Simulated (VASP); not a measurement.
# AlN (I-4m2) in VASP: settings compared

AlN is run at these levels: PBE, r2SCAN; tasks: single point.

Everything below comes from runs of VASP 6.6.1. Logs are shortened: lines on timing, memory, paths and dates and some standing lists are left out, and cuts for length are marked.

### Step 1. The cell of the first run

The structure is tetragonal, space group I-4m2 (No. 119). Conventional cell: a = 3.090 Å, b = 3.090 Å, c = 4.160 Å, α = 90.00°, β = 90.00°, γ = 90.00°. Within 2.5 Å of Al (site symmetry -4m2) lie 4 N at 1.86 Å. N (site symmetry -4m2) has 4 Al at 1.86 Å within 2.5 Å.

### Step 2. Single point, PBE (uniaxial y strain -4.8%)

Contents of INCAR:

```
SYSTEM = AlN
PREC = Accurate
ENCUT = 520
EDIFF = 1E-6
ISMEAR = -1
SIGMA = 0.02
LREAL = .False.
LASPH = .True.
NELM = 100
ALGO = Normal
ISIF = 2
LWAVE = .False.
LCHARG = .True.
GGA = PE
LELF = .True.
LVHAR = .True.
NBANDS = 11
```

Contents of KPOINTS:

```
Automatic mesh
0
Gamma
  10 10 10
  0 0 0
```

Contents of POSCAR:

```
AlN
1.0
    0.0000000000      2.0797839241      2.1848764830
    2.1848764830      0.0000000000      2.1848764830
    2.1848764830      2.0797839241      0.0000000000
Al N
1 1
Direct
    0.0000000000      0.0000000000      0.0000000000
    0.7500000000      0.7500000000      0.7500000000
```

Potentials or basis: VASP PAW PBE potentials, release 64 (Al, N).

Started as:

```console
cat potpaw_PBE.64/Al/POTCAR potpaw_PBE.64/N/POTCAR > POTCAR
mpirun -np 1 vasp_std > vasp.out
```

OUTCAR:

```text
SYSTEM = AlN
   PREC = Accurate
   ENCUT = 520
   EDIFF = 1E-6
   ISMEAR = -1
   LREAL = .False.
   LASPH = .True.
   NELM = 100
   ISIF = 2
   GGA = PE

 ion  position               nearest neighbor table
   1  0.000  0.000  0.000-   2 1.86   2 1.86   2 1.86   2 1.86
   2  0.750  0.750  0.750-   1 1.86   1 1.86   1 1.86   1 1.86

  LATTYP: Found a body centered tetragonal cell.
 ALAT       =     3.0898819544
 C/A-ratio  =     1.3461898900

  Lattice vectors:

 A1 = (   0.0000000000,  -2.0797839241,   2.1848764830)
 A2 = (   0.0000000000,  -2.0797839241,  -2.1848764830)
 A3 = (   2.1848764830,   2.0797839241,   0.0000000000)

Analysis of symmetry for initial positions (statically):
=====================================================================
 Subroutine PRICEL returns:
 Original cell was already a primitive cell.

 Routine SETGRP: Setting up the symmetry group for a
 body centered tetragonal supercell.

 Subroutine GETGRP returns: Found  8 space group operations
 (whereof  8 operations were pure point group operations)
 out of a pool of 16 trial point group operations.

The static configuration has the point symmetry D_2d.

Analysis of symmetry for dynamics (positions and initial velocities):
=====================================================================
 Subroutine PRICEL returns:
 Original cell was already a primitive cell.

 Routine SETGRP: Setting up the symmetry group for a
 body centered tetragonal supercell.

 Subroutine GETGRP returns: Found  8 space group operations
 (whereof  8 operations were pure point group operations)
 out of a pool of 16 trial point group operations.

The dynamic configuration has the point symmetry D_2d.

 Subroutine INISYM returns: Found  8 space group operations
 (whereof  8 operations are pure point group operations),
 and found     1 'primitive' translations

----------------------------------------------------------------------------------------

                                     Primitive cell

  volume of cell :      19.8565

  direct lattice vectors                    reciprocal lattice vectors
     0.000000000  2.079783924  2.184876483    -0.228845888  0.240409590  0.228845888
     2.184876483  0.000000000  2.184876483     0.228845888 -0.240409590  0.228845888
     2.184876483  2.079783924  0.000000000     0.228845888  0.240409590 -0.228845888

  length of vectors
     3.016485773  3.089881954  3.016485773     0.403159587  0.403159587  0.403159587

  position of ions in fractional coordinates (direct lattice)
     0.000000000  0.000000000  0.000000000
     0.750000000  0.750000000  0.750000000

  ion indices of the primitive-cell ions
   primitive index   ion index
                 1           1
                 2           2

----------------------------------------------------------------------------------------

 KPOINTS: Automatic mesh

Automatic generation of k-mesh.
 Grid dimensions read from file:
 generate k-points for:   10   10   10

 Generating k-lattice:

  Cartesian coordinates                     Fractional coordinates (reciprocal lattice)
    -0.022884589  0.024040959  0.022884589     0.100000000  0.000000000  0.000000000
     0.022884589 -0.024040959  0.022884589     0.000000000  0.100000000  0.000000000
     0.022884589  0.024040959 -0.022884589     0.000000000  0.000000000  0.100000000

  Length of vectors
     0.040315959  0.040315959  0.040315959

  Shift w.r.t. Gamma in fractional coordinates (k-lattice)
     0.000000000  0.000000000  0.000000000

 Subroutine IBZKPT returns following result:
 ===========================================

 Found    102 irreducible k-points:

 Following reciprocal coordinates:
            Coordinates               Weight
  0.000000  0.000000  0.000000      1.000000
  0.100000  0.000000 -0.000000      8.000000
  0.200000  0.000000 -0.000000      8.000000
  0.300000  0.000000  0.000000      8.000000
  0.400000  0.000000  0.000000      8.000000
  0.500000  0.000000  0.000000      4.000000
[... 16 lines left out ...]
  0.300000  0.300000  0.000000      4.000000
  0.400000  0.300000 -0.000000     16.000000
 [... further k-points ...]
   k-points           NKPTS =    102   k-points in BZ     NKDIM =    102   number of bands    NBANDS=     11
   number of dos      NEDOS =    301   number of ions     NIONS =      2
   total plane-waves  NPLWV =  13824
   dimension x,y,z NGX =    24 NGY =   24 NGZ =   24
   dimension x,y,z NGXF=    48 NGYF=   48 NGZF=   48
   ions per type =               1   1
   NGX,Y,Z   is equivalent  to a cutoff of  13.23, 12.91, 13.23 a.u.
   NGXF,Y,Z  is equivalent  to a cutoff of  26.45, 25.83, 26.45 a.u.
 SYSTEM =  AlN
   PREC   = accura    normal or accurate (medium, high low for compatibility)
   ISTART =      0    job   : 0-new  1-cont  2-samecut
   ICHARG =      2    charge: 1-file 2-atom 10-const
   ISPIN  =      1    spin polarized calculation?
   LNONCOLLINEAR =      F non collinear calculations
   LSORBIT =      F    spin-orbit coupling
   LASPH  =      T    aspherical Exc in radial PAW
   ENCUT  =  520.0 eV  38.22 Ry    6.18 a.u.   5.61  5.75  5.61*2*pi/ulx,y,z
   NELM   =    100;   NELMIN=  2; NELMDL= -5     # of ELM steps
   EDIFF  = 0.1E-05   stopping-criterion for ELM
   LREAL  =      F    real-space projection
[... 7 lines left out ...]
   TEBEG  =    0.0;   TEEND  =   0.0 temperature during run
   PSTRESS=    0.0 pullay stress
   NELECT =       8.0000    total number of electrons
   NUPDOWN=      -1.0000    fix difference up-down
   EMIN   =  10.00;   EMAX   =-10.00  energy-range for DOS
   EFERMI =   0.00;   METHOD = LEGACY
   ISMEAR =    -1;   SIGMA  =   0.02  broadening in eV -4-tet -1-fermi 0-gaus
   EFERMI_NEDOS =   21; number of points for ismear=-14 and -15
   IALGO  =     38    algorithm
   IMIX   =      4    mixing-type and parameters
     AMIX     =   0.40;   BMIX     =  1.00
     AMIX_MAG =   1.60;   BMIX_MAG =  1.00
  volume/ion in A,a.u.               =       9.93        67.00
  Fermi-wavevector in a.u.,A,eV,Ry     =   1.209124  2.284913 19.891456  1.461981
  Thomas-Fermi vector in A             =   2.344711
   LORBIT       =      0    0 simple, 1 ext, 2 COOP (PROOUT), +10 PAW based schemes
   GGA     = PE    functional components
   LHFCALC =     F    Hartree Fock is set to
   AEXX    =    0.0000 exact exchange contribution
   IVDW    =     0    specifies the selected vdW correction
   LEPSILON=     F    determine dielectric tensor
   LRPA    =     F    only Hartree local field effects (RPA)
 non-spin polarized calculation
  energy-cutoff  :      520.00
  volume of cell :       19.86
 maximum number of plane-waves:       549
 NGX is ok and might be reduce to    24
   NGX = 11   NGY = 11   NGZ = 11

 number of electron       7.9999998 magnetization

 Free energy of the ion-electron system (eV)
  ---------------------------------------------------
  ext. energy  EPLUGINS =         0.00000000
  ---------------------------------------------------
  free energy    TOTEN  =       -14.76802896 eV

  energy without entropy =      -14.76802896  energy(sigma->0) =      -14.76802896

 E-fermi :   6.9726     XC(G=0): -11.1475

 val. band max:        6.5695330245   @ k =   0.0000   0.0000   0.0000
 cond. band min:       9.6461406344   @ k =   0.5000   0.0000   0.5000
 fundamental gap:      3.0766076099
 Fermi energy:         6.9725844256

 k-point     1 :       0.0000    0.0000    0.0000
  band No.  band energies     occupation
      1      -8.8272      2.00000
      2       6.3810      2.00000
      3       6.3810      2.00000
      4       6.5695      2.00000
      5      11.0605      0.00000
      6      19.4576      0.00000
      7      19.5093      0.00000
      8      19.5093      0.00000
      9      23.6975      0.00000
     10      25.1135      0.00000
     11      25.3969      0.00000

 k-point     2 :       0.1000    0.0000   -0.0000
  band No.  band energies     occupation
      1      -8.6720      2.00000
      2       5.6251      2.00000
      3       6.3131      2.00000
      4       6.4734      2.00000
      5      11.7105      0.00000
      6      19.0482      0.00000
      7      19.5878      0.00000
      8      19.6855      0.00000
      9      22.6219      0.00000
     10      23.5170      0.00000
     11      25.5703      0.00000

 k-point     3 :       0.2000    0.0000   -0.0000
  band No.  band energies     occupation
      1      -8.2294      2.00000
      2       3.9848      2.00000
      3       6.1439      2.00000
      4       6.3737      2.00000
      5      12.8325      0.00000
      6      18.1673      0.00000
      7      19.1934      0.00000
      8      19.8502      0.00000
      9      22.5299      0.00000
     10      22.7767      0.00000
     11      24.6530      0.00000

 k-point     4 :       0.3000    0.0000    0.0000
  band No.  band energies     occupation
      1      -7.5826      2.00000
      2       2.2737      2.00000
      3       5.9501      2.00000
      4       6.2652      2.00000
      5      13.6635      0.00000
      6      17.3457      0.00000
      7      18.3119      0.00000
      8      19.3617      0.00000
      9      23.5229      0.00000
     10      23.9540      0.00000
     11      24.5898      0.00000
[... 239 lines left out ...]
 k-point    22 :      -0.2000    0.2000    0.0000
  band No.  band energies     occupation
      1      -7.3529      2.00000
      2       2.5355      2.00000
      3       4.6188      2.00000
      4       6.2695      2.00000
      5      14.3840      0.00000
      6      16.8176      0.00000
      7      18.0420      0.00000
      8      19.7082      0.00000
      9      21.8595      0.00000
     10      25.6549      0.00000
     11      27.7808      0.00000

 k-point    23 :       0.3000    0.3000    0.0000
  band No.  band energies     occupation
      1      -7.2319      2.00000
      2       2.7810      2.00000
      3       5.2556      2.00000
      4       5.3045      2.00000
      5      11.8761      0.00000
      6      16.6683      0.00000
      7      18.5378      0.00000
      8      21.0075      0.00000
      9      22.2260      0.00000
     10      27.3554      0.00000
     11      30.6464      0.00000

 k-point    24 :       0.4000    0.3000   -0.0000
  band No.  band energies     occupation
      1      -6.7401      2.00000
      2       2.1112      2.00000
      3       4.7608      2.00000
      4       5.1267      2.00000
      5      11.4831      0.00000
      6      16.5036      0.00000
      7      18.9918      0.00000
      8      21.3047      0.00000
      9      22.6530      0.00000
     10      28.2839      0.00000
     11      30.8822      0.00000

 [... further k-points ...]
[... 5 lines left out ...]
  --------------------------------------------------------------------------------------
  -------------------------------------------------------------------------------------
  Total        1.7141389      2.3406629      1.7141389      0.0000000      0.0000000      0.0000000
  in kB      138.3103278    188.8632469    138.3103278      0.0000000      0.0000000      0.0000000
  external PRESSURE =     155.1613008 kB  Pullay stress =       0.0000000 kB

 VOLUME and BASIS-vectors are now :
 -----------------------------------------------------------------------------
  energy-cutoff  :      520.00
  volume of cell :       19.86
      direct lattice vectors                 reciprocal lattice vectors
     0.000000000  2.079783924  2.184876483    -0.228845888  0.240409590  0.228845888
     2.184876483  0.000000000  2.184876483     0.228845888 -0.240409590  0.228845888
     2.184876483  2.079783924  0.000000000     0.228845888  0.240409590 -0.228845888

 POSITION                                       TOTAL-FORCE (eV/Angst)
 -----------------------------------------------------------------------------------
      0.00000      0.00000      0.00000         0.000000     -0.000000      0.000000
      3.27731      3.11968      3.27731        -0.000000      0.000000     -0.000000
 -----------------------------------------------------------------------------------
    total drift:                               -0.000000      0.000000     -0.000000

  FREE ENERGIE OF THE ION-ELECTRON SYSTEM (eV)
  ---------------------------------------------------
  free  energy   TOTEN  =       -14.7680289594 eV

  energy  without entropy=      -14.7680289594  energy(sigma->0) =      -14.76802896
```

It took 13 s on 1 thread of Intel Xeon 8259CL, shared host; peak memory 0.14 GiB.

Results:

- Free energy: -14.7680 eV
- Pressure: 15.5 GPa
- Band gap on the k mesh: 3.08 eV, indirect (least direct gap 4.49 eV)

Caveat: the cell differs from its parent crystal (uniaxial y strain -4.8%). A k mesh can miss the band edges.

### Step 3. Single point, r2SCAN (uniaxial y strain -4.8%)

POSCAR is that of step 2.

Contents of INCAR.step1:

```
SYSTEM = AlN
PREC = Accurate
ENCUT = 520
ISMEAR = 0
SIGMA = 0.01
LREAL = .FALSE.
LASPH = .TRUE.
NELM = 80
NBANDS = 11
GGA = PE
ALGO = Normal
EDIFF = 1E-4
LWAVE = .TRUE.
LCHARG = .FALSE.
```

Contents of INCAR.step2:

```
SYSTEM = AlN
PREC = Accurate
ENCUT = 520
EDIFF = 1E-6
ISMEAR = 0
SIGMA = 0.01
LREAL = .FALSE.
LASPH = .TRUE.
NELM = 80
ALGO = Normal
ISIF = 2
LWAVE = .FALSE.
LCHARG = .TRUE.
METAGGA = R2SCAN
LMIXTAU = .TRUE.
LELF = .TRUE.
LVHAR = .TRUE.
NBANDS = 11
ISTART = 1
```

Contents of KPOINTS:

```
Automatic mesh
0
G
  10 10 10
  0 0 0
```

Potentials or basis: VASP PAW PBE potentials, release 64 (Al, N).

Started as:

```console
cat potpaw_PBE.64/Al/POTCAR potpaw_PBE.64/N/POTCAR > POTCAR
cp INCAR.step1 INCAR
mpirun -np 1 vasp_std > vasp.out
cp INCAR.step2 INCAR
mpirun -np 1 vasp_std > vasp.out
```

It took 62 s on 1 thread of Intel Xeon 8259CL, shared host; peak memory 0.15 GiB.

The run converged. Its results:

* Free energy: -19.1339 eV
* Pressure: 10.8 GPa
* Band gap on the k mesh: 3.70 eV, indirect (least direct gap 5.21 eV)

Stress tensor (GPa, compression positive):
```
 8.88  0.00  0.00
 0.00 14.68  0.00
 0.00  0.00  8.88
```

Levels at points of the mesh, in eV from the valence-band top:
| k point | band 1 | band 2 | band 3 | band 4 | band 5 | band 6 | band 7 | band 8 |
| --- | --- | --- | --- | --- | --- | --- | --- | --- |
| (0.00, 0.00, 0.00) | -16.16 | -0.19 | -0.19 | 0.00 | 5.21 | 13.86 | 13.92 | 13.92 |
| (0.50, 0.00, 0.00) | -14.00 | -6.24 | -0.84 | -0.42 | 8.44 | 11.06 | 11.65 | 12.75 |
| (0.50, 0.50, 0.00) | -13.40 | -5.40 | -1.84 | -1.84 | 3.93 | 9.91 | 15.44 | 16.80 |
| (0.50, 0.00, 0.50) | -13.18 | -4.92 | -2.27 | -2.27 | 3.70 | 9.13 | 16.41 | 17.16 |

Caveat: the cell differs from its parent crystal (uniaxial y strain -4.8%); the PAW data sets were made with another functional, which shifts forces and pressure a little.
